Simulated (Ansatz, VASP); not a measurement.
# Two plane-wave programs on CdAuC4N4

```
CELL_PARAMETERS angstrom
6.28535 0.00000 0.00000
0.00000 6.28535 0.00000
0.00000 0.00000 6.28535
ATOMIC_POSITIONS crystal
Cd 0.50000 0.50000 0.50000
C 0.19216 0.19216 0.19216
C 0.19216 0.80784 0.80784
C 0.80784 0.19216 0.80784
C 0.80784 0.80784 0.19216
Au 0.00000 0.00000 0.00000
N 0.29939 0.29939 0.29939
N 0.29939 0.70061 0.70061
N 0.70061 0.29939 0.70061
N 0.70061 0.70061 0.29939
```

Alike in both runs: functional PBE; k mesh 6 × 6 × 6; occupations gaussian, width 0.1 eV; collinear spin.

Ansatz relaxed the structure, and its values are those at the end. VASP's run is a single point on that final structure, the one shown.

|  | VASP | Ansatz |
| --- | --- | --- |
| version | VASP 6.6.1 | Ansatz 0.2.0 |
| potentials or method | VASP PAW PBE potentials, release 64 (Cd, C, Au, N), cutoff 520 eV | scalar-relativistic, plane waves, PAW |
| valence electrons in the cell | 59 | 75 |

|  | VASP | Ansatz | Ansatz less VASP |
| --- | --- | --- | --- |
| gap on the k mesh at the Fermi level (eV) | none | none | - |
| pressure (GPa) | 0.4 | 0.0 | -0.41 |
| rms of the force components (eV/Å) | 0.184 | 0.005 | -0.1792 |
| net moment per atom (μB) | 0.10 | 0.10 | 0.000 |
| size of the moment on the site where the two differ most (μB) | 0.42 | 0.31 | -0.106 |

Site moments also hang on the region over which each program counts them. A gap of «none» marks a metal or a gap that the smearing closes. One of these differences is far larger than is usual between the two programs; its cause wasn't traced. VASP's potentials hold 59 valence electrons a cell and Ansatz's 75, so a difference there can come from the potentials and not from the codes.

Spin-orbit coupling is off throughout. Noted on VASP's run: the standard files for N, O and F lose accuracy on very short bonds.
